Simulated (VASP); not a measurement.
Write the native input for VASP 6.6.1 that does the following.

| Item | Value |
| --- | --- |
| Task | single point |
| Functional | PBEsol |
| Potentials or basis | VASP PAW PBE potentials, release 64 (Ti_sv) |
| Cutoff | 520 eV |
| k mesh | 20 × 20 × 20 |
| Occupations | gaussian, width 0.15 eV |
| Spin | no spin polarisation |
| Dipole correction | no |
| Further INCAR settings | ALGO = Normal; EDIFF = 1e-07; NBANDS = 12 |

The structure of Ti lies in POSCAR:

```
Ti
1.0
    0.0000000000      1.9285000000      2.0300000000
    1.9285000000      0.0000000000      2.0300000000
    1.9285000000      1.9285000000      0.0000000000
Ti
1
Direct
    0.0000000000      0.0000000000      0.0000000000
```

This cell differs from its parent crystal: strain -0.050 along x and y, +0.000 along z.

One way to write it, as run:

INCAR

```
SYSTEM = Ti
PREC     = Accurate       ! precision mode
ENCUT    = 520            ! plane-wave cutoff, eV
EDIFF    = 1E-7           ! SCF threshold, eV
ISMEAR   = 0              ! smearing method
SIGMA    = 0.15           ! smearing width, eV
LREAL    = .False.        ! projectors in reciprocal space
LASPH    = .True.         ! aspherical terms in the spheres
NELM     = 80             ! most SCF steps
ALGO     = Normal         ! electronic algorithm
ISIF     = 2              ! what is computed and relaxed
LWAVE    = .False.        ! write WAVECAR
LCHARG   = .False.        ! write CHGCAR
GGA      = PS             ! functional
NBANDS   = 12             ! bands
```

KPOINTS

```
regular mesh
0
Gamma
  20 20 20
  0 0 0
```

Potentials or basis: VASP PAW PBE potentials, release 64 (Ti_sv).

The run is started by

```console
$ cat potpaw_PBE.64/Ti_sv/POTCAR > POTCAR
$ mpirun -np 1 vasp_std > vasp.out
```

It gave:

| Item | Value |
| --- | --- |
| Pressure | 13.0 GPa |
| Band gap on the k mesh | zero (band 6 reaches 10.42 eV, above the bottom of band 7 at 9.05 eV) |

Caveat: the cell differs from its parent crystal (strain -0.050 along x and y, +0.000 along z); the PAW data sets were made with another functional, which shifts forces and pressure a little.

Run time: 110 s on 1 thread of Intel(R) Xeon(R) Platinum 8375C CPU @ 2.90GHz (Ice Lake), on a shared host, peak memory 0.22 GiB.
